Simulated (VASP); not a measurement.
Hf2H3: single point with PBE

The system is Hf2H3.

```
CELL_PARAMETERS angstrom
5.23789 0.00000 0.00000
-2.61895 4.53615 0.00000
0.00000 0.00000 2.88040
ATOMIC_POSITIONS crystal
Hf 0.33333 0.66667 0.00000
Hf 0.66667 0.33333 0.00000
H 0.00000 0.00000 0.17131
H 0.00000 0.00000 0.82869
H 0.00000 0.00000 0.50000
```

| Quantity | Value |
| --- | --- |
| Program | VASP 6.6.1 |
| Task | single point |
| Functional | PBE |
| Potentials or basis | VASP PAW PBE potentials, release 64 (Hf_pv, H) |
| Cutoff | 520 eV |
| k mesh | 6 × 6 × 6 |
| Occupations | gaussian, width 0.1 eV |
| Spin | no spin polarisation |

```yaml
Pressure: -0.3 GPa
Largest_force: 0.005 eV/Å
```

Forces in eV/Å, atoms in the order of the input:
```
Hf   0.000  0.000  0.000
Hf   0.000  0.000  0.000
H    0.000  0.000 -0.005
H    0.000  0.000  0.005
H    0.000  0.000  0.000
```

Stress tensor (GPa, compression positive):
```
-0.25  0.00  0.00
 0.00 -0.25  0.00
 0.00  0.00 -0.33
```

Levels at points of the mesh, in eV from the Fermi level:
```tsv
k point	band 8	band 9	band 10	band 11	band 12	band 13	band 14	band 15	band 16	band 17
(0.00, 0.00, 0.00)	-4.54	-1.39	-0.88	-0.80	-0.80	0.07	0.07	3.96	3.96	5.17
(0.50, 0.00, 0.00)	-4.53	-2.95	-0.78	-0.61	-0.57	0.52	1.39	2.95	3.77	3.96
(0.00, 0.00, 0.50)	-6.71	-1.47	-1.47	-0.56	0.89	0.89	1.41	1.41	1.79	1.79
(0.50, 0.00, 0.50)	-6.73	-1.95	-1.01	-0.79	-0.47	0.07	0.70	1.92	3.97	4.20
```

Wall time 45 s on 1 thread of Oxide Virtual Turin-like Processor, on a shared host, peak memory 0.17 GiB.

Caveat: the k points lie up to 0.36 Å⁻¹ apart; spin-orbit coupling is left out, which moves the levels of the heavy elements.
